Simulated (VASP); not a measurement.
# Si2Mo (I4/mmm) in VASP: notebook, part 2 of 3

VASP 6.6.1.

## (3) Single point, PBEsol (strain -0.0450 x Voigt [0, 0, 1, 0, 0, 0])

Input file INCAR:

```
SYSTEM = Si2Mo
PREC = Accurate ; ENCUT = 520
EDIFF = 1E-6 ; ISMEAR = 0
SIGMA = 0.15 ; LREAL = .FALSE.
LASPH = .TRUE. ; NELM = 80
ALGO = Normal ; ISIF = 2
LWAVE = .FALSE. ; LCHARG = .TRUE.
GGA = PS ; LELF = .TRUE.
LVHAR = .TRUE. ; NBANDS = 18
```

Input file KPOINTS:

```
regular mesh
0
G
  20 20 20
  0 0 0
```

Input file POSCAR:

```
Si2Mo
1.0
   -1.5950350850      1.5950350850      3.7347108617
    1.5950350850     -1.5950350850      3.7347108617
    1.5950350850      1.5950350850     -3.7347108617
Si Mo
2 1
Direct
    0.3350596647      0.3350596647      0.0000000000
    0.6649403353      0.6649403353      0.0000000000
    0.0000000000      0.0000000000      0.0000000000
```

Potentials or basis: VASP PAW PBE potentials, release 64 (Si, Mo_sv).

Command:

```
$ cat potpaw_PBE.64/Si/POTCAR potpaw_PBE.64/Mo_sv/POTCAR > POTCAR
$ mpirun -np 1 vasp_std > vasp.out
```

OUTCAR:

```text
SYSTEM = Si2Mo
   PREC = Accurate
   ENCUT = 520
   EDIFF = 1E-6
   ISMEAR = 0
   LREAL = .FALSE.
   LASPH = .TRUE.
   NELM = 80
   ISIF = 2
   GGA = PS

 ion  position               nearest neighbor table
   1  0.335  0.335  0.000-   2 2.46   3 2.50   3 2.57   3 2.57   3 2.57   3 2.57   2 2.59   2 2.59
                             2 2.59   2 2.59
   2  0.665  0.665  0.000-   1 2.46   3 2.50   3 2.57   3 2.57   3 2.57   3 2.57   1 2.59   1 2.59
                             1 2.59   1 2.59
   3  0.000  0.000  0.000-   1 2.50   2 2.50   2 2.57   2 2.57   1 2.57   1 2.57   2 2.57   2 2.57
                             1 2.57   1 2.57

  LATTYP: Found a body centered tetragonal cell.
 ALAT       =     3.1900701700
 C/A-ratio  =     2.3414600073

  Lattice vectors:

 A1 = (  -1.5950350850,   1.5950350850,   3.7347108617)
 A2 = (   1.5950350850,  -1.5950350850,   3.7347108617)
 A3 = (   1.5950350850,   1.5950350850,  -3.7347108617)

Analysis of symmetry for initial positions (statically):
=====================================================================
 Subroutine PRICEL returns:
 Original cell was already a primitive cell.

 Routine SETGRP: Setting up the symmetry group for a
 body centered tetragonal supercell.

 Subroutine GETGRP returns: Found 16 space group operations
 (whereof 16 operations were pure point group operations)
 out of a pool of 16 trial point group operations.

The static configuration has the point symmetry D_4h.

Analysis of symmetry for dynamics (positions and initial velocities):
=====================================================================
 Subroutine PRICEL returns:
 Original cell was already a primitive cell.

 Routine SETGRP: Setting up the symmetry group for a
 body centered tetragonal supercell.

 Subroutine GETGRP returns: Found 16 space group operations
 (whereof 16 operations were pure point group operations)
 out of a pool of 16 trial point group operations.

The dynamic configuration has the point symmetry D_4h.

[... 114 lines left out ...]
   EFERMI =   0.00;   METHOD = LEGACY
   ISMEAR =     0;   SIGMA  =   0.15  broadening in eV -4-tet -1-fermi 0-gaus
   EFERMI_NEDOS =   21; number of points for ismear=-14 and -15
   IALGO  =     38    algorithm
   IMIX   =      4    mixing-type and parameters
     AMIX     =   0.40;   BMIX     =  1.00
     AMIX_MAG =   1.60;   BMIX_MAG =  1.00
  volume/ion in A,a.u.               =      12.67        85.49
  Fermi-wavevector in a.u.,A,eV,Ry     =   1.364363  2.578272 25.327057  1.861486
  Thomas-Fermi vector in A             =   2.490685
   LORBIT       =      0    0 simple, 1 ext, 2 COOP (PROOUT), +10 PAW based schemes
   GGA     = PS    functional components
   LHFCALC =     F    Hartree Fock is set to
   AEXX    =    0.0000 exact exchange contribution
   IVDW    =     0    specifies the selected vdW correction
   LEPSILON=     F    determine dielectric tensor
   LRPA    =     F    only Hartree local field effects (RPA)
 non-spin polarized calculation
 Gauss-broadening in eV      SIGMA  =   0.15
  energy-cutoff  :      520.00
  volume of cell :       38.01
 maximum number of plane-waves:      1042
   NGX = 17   NGY = 17   NGZ = 17

 number of electron      21.9999999 magnetization

 Free energy of the ion-electron system (eV)
  ---------------------------------------------------
  ext. energy  EPLUGINS =         0.00000000
  ---------------------------------------------------
  free energy    TOTEN  =       -24.92476180 eV

  energy without entropy =      -24.92250882  energy(sigma->0) =      -24.92363531

 E-fermi :  12.8925     XC(G=0): -12.7763

 val. band max:       12.8884556115   @ k =  -0.1500  -0.1500   0.1000
 cond. band min:      12.9083724295   @ k =  -0.3500  -0.3500   0.3000
 fundamental gap:      0.0199168180
 Fermi energy:        12.8924564677

 k-point     1 :       0.0000    0.0000    0.0000
  band No.  band energies     occupation
      1     -47.5272      2.00000
      2     -21.7311      2.00000
      3     -21.6783      2.00000
      4     -21.6783      2.00000
      5      -0.7998      2.00000
      6       6.3435      2.00000
[... 481 lines left out ...]
      5       1.3003      2.00000
      6       5.2039      2.00000
[... 10 lines left out ...]
     17      20.4667      0.00000
     18      21.9452      0.00000

 [... further k-points ...]
[... 5 lines left out ...]
  --------------------------------------------------------------------------------------
  -------------------------------------------------------------------------------------
  Total        1.2938792      1.2938792      6.9439331      0.0000000      0.0000000     -0.0000000
  in kB       54.5439852     54.5439852    292.7242158      0.0000000      0.0000000     -0.0000000
  external PRESSURE =     133.9373954 kB  Pullay stress =       0.0000000 kB

 VOLUME and BASIS-vectors are now :
 -----------------------------------------------------------------------------
  energy-cutoff  :      520.00
  volume of cell :       38.01
      direct lattice vectors                 reciprocal lattice vectors
    -1.595035085  1.595035085  3.734710862     0.000000000  0.313472728  0.133879173
     1.595035085 -1.595035085  3.734710862     0.313472728  0.000000000  0.133879173
     1.595035085  1.595035085 -3.734710862     0.313472728  0.313472728  0.000000000

 POSITION                                       TOTAL-FORCE (eV/Angst)
 -----------------------------------------------------------------------------------
      0.00000      0.00000      2.50270        -0.000000     -0.000000     -0.128215
      0.00000      0.00000      4.96672         0.000000      0.000000      0.128215
      0.00000      0.00000      0.00000         0.000000      0.000000     -0.000000
 -----------------------------------------------------------------------------------
    total drift:                               -0.000000      0.000000      0.000000

  FREE ENERGIE OF THE ION-ELECTRON SYSTEM (eV)
  ---------------------------------------------------
  free  energy   TOTEN  =       -24.9247617971 eV

  energy  without entropy=      -24.9225088161  energy(sigma->0) =      -24.92363531
```

OSZICAR:

```text
N       E                     dE             d eps       ncg     rms          rms(c)
DAV:   1     0.121301342863E+03    0.12130E+03   -0.11386E+04 23092   0.117E+03
DAV:   2    -0.228202768178E+02   -0.14412E+03   -0.14120E+03 27414   0.302E+02
DAV:   3    -0.258578944854E+02   -0.30376E+01   -0.30113E+01 28570   0.393E+01
DAV:   4    -0.258740952528E+02   -0.16201E-01   -0.16185E-01 27244   0.312E+00
DAV:   5    -0.258741969550E+02   -0.10170E-03   -0.10170E-03 27142   0.261E-01    0.259E+01
DAV:   6    -0.250670189586E+02    0.80718E+00   -0.50181E+00 24380   0.154E+01    0.607E+00
DAV:   7    -0.249612432253E+02    0.10578E+00   -0.57301E-01 24054   0.490E+00    0.523E+00
DAV:   8    -0.249254156342E+02    0.35828E-01   -0.81337E-02 25096   0.216E+00    0.393E-01
DAV:   9    -0.249248711268E+02    0.54451E-03   -0.13492E-03 27280   0.309E-01    0.237E-01
DAV:  10    -0.249247746891E+02    0.96438E-04   -0.34206E-04 25858   0.165E-01    0.537E-02
DAV:  11    -0.249247632289E+02    0.11460E-04   -0.97044E-05 25456   0.784E-02    0.329E-02
DAV:  12    -0.249247622520E+02    0.97694E-06   -0.12765E-05 24760   0.257E-02    0.714E-03
DAV:  13    -0.249247617971E+02    0.45488E-06   -0.74083E-07 13008   0.754E-03
   1 F= -.24924762E+02 E0= -.24923635E+02  d E =-.225298E-02
```

Wall time 9.2 min (1 thread of Intel Xeon 8259CL, shared host); peak memory 0.51 GiB.

Results:

```yaml
Free_energy: -24.9248 eV
Pressure: 13.4 GPa
Largest_force: 0.128 eV/Å
Band_gap_on_the_k_mesh: zero (bands 11 and 12 overlap by 0.90 eV)
```

Forces on the atoms (eV/Å):
```
Si   0.000  0.000 -0.128
Si   0.000  0.000  0.128
Mo   0.000  0.000  0.000
```

Levels at points of the mesh, in eV from the Fermi level:
| k point | band 7 | band 8 | band 9 | band 10 | band 11 | band 12 | band 13 | band 14 | band 15 | band 16 |
| --- | --- | --- | --- | --- | --- | --- | --- | --- | --- | --- |
| (0.00, 0.00, 0.00) | -3.16 | -2.86 | -2.86 | -2.56 | 0.29 | 3.08 | 3.45 | 3.47 | 3.47 | 4.60 |
| (0.50, 0.00, 0.00) | -4.95 | -4.43 | -2.85 | -2.55 | -0.58 | 2.38 | 3.09 | 4.90 | 4.93 | 5.45 |
| (0.50, 0.50, 0.00) | -5.81 | -5.00 | -4.57 | -2.86 | -1.15 | 2.41 | 3.09 | 4.03 | 4.15 | 5.04 |
| (0.50, 0.50, 0.50) | -3.78 | -2.27 | -0.63 | -0.63 | -0.45 | -0.45 | 0.48 | 5.95 | 6.17 | 6.39 |

Caveat: the cell differs from its parent crystal (strain -0.0450 x Voigt [0, 0, 1, 0, 0, 0]); the stress differs along the axes, from 5 to 29 GPa; the PAW data sets were made with another functional, which shifts forces and pressure a little.

## (4) Single point, PBEsol (strain -0.0300 x Voigt [0, 0, 1, 0, 0, 0])

Input file INCAR:

```
ALGO     = Normal         # electronic algorithm
EDIFF    = 1E-7           # SCF threshold, eV
ENCUT    = 520            # plane-wave cutoff, eV
GGA      = PS             # functional
ISIF     = 2              # what is computed and relaxed
ISMEAR   = 0              # smearing method
LASPH    = T              # aspherical terms in the spheres
LCHARG   = F              # write CHGCAR
LREAL    = F              # projectors in reciprocal space
LWAVE    = F              # write WAVECAR
NBANDS   = 18             # bands
NELM     = 80             # most SCF steps
PREC     = Accurate       # precision mode
SIGMA    = 0.15           # smearing width, eV
```

Input file KPOINTS:

```
k-points
0
Gamma
  20 20 20
```

Input file POSCAR:

```
Si2Mo
1.0
   -1.5950350850      1.5950350850      3.7933712417
    1.5950350850     -1.5950350850      3.7933712417
    1.5950350850      1.5950350850     -3.7933712417
Si Mo
2 1
Direct
    0.3350596647      0.3350596647      0.0000000000
    0.6649403353      0.6649403353      0.0000000000
    0.0000000000      0.0000000000      0.0000000000
```

Command:

```
$ cat potpaw_PBE.64/Si/POTCAR potpaw_PBE.64/Mo_sv/POTCAR > POTCAR
$ mpirun -np 1 vasp_std > vasp.out
```

It took 17 min on 1 thread of Intel Xeon 8259CL, shared host; peak memory 0.54 GiB.

Results (log left out):

```
Free energy            : -25.0133 eV
Pressure               : 8.6 GPa
Largest force          : 0.095 eV/Å
Band gap on the k mesh : zero (bands 11 and 12 overlap by 0.97 eV)
```

Forces in eV/Å, atoms in the order of the input:
```
Si   0.000  0.000 -0.095
Si   0.000  0.000  0.095
Mo   0.000  0.000  0.000
```

Stress tensor (GPa, compression positive):
```
 3.63  0.00  0.00
 0.00  3.63  0.00
 0.00  0.00 18.42
```

Levels at points of the mesh, in eV from the Fermi level:
| k point | band 8 | band 9 | band 10 | band 11 | band 12 | band 13 | band 14 | band 15 |
| --- | --- | --- | --- | --- | --- | --- | --- | --- |
| (0.00, 0.00, 0.00) | -2.85 | -2.78 | -2.78 | 0.32 | 3.09 | 3.37 | 3.50 | 3.50 |
| (0.50, 0.00, 0.00) | -4.46 | -2.77 | -2.57 | -0.56 | 2.35 | 3.10 | 4.65 | 4.69 |
| (0.50, 0.50, 0.00) | -5.07 | -4.54 | -2.95 | -1.17 | 2.39 | 3.00 | 3.73 | 3.88 |
| (0.50, 0.50, 0.50) | -2.26 | -0.57 | -0.57 | -0.50 | -0.50 | 0.49 | 5.54 | 5.85 |

Caveat: the cell differs from its parent crystal (strain -0.0300 x Voigt [0, 0, 1, 0, 0, 0]); the stress differs along the axes, from 4 to 18 GPa; the PAW data sets were made with another functional, which shifts forces and pressure a little.

(Part 2 of 3 ends here.)

The gap in the log of VASP goes by the Fermi energy; the results here count the filled bands.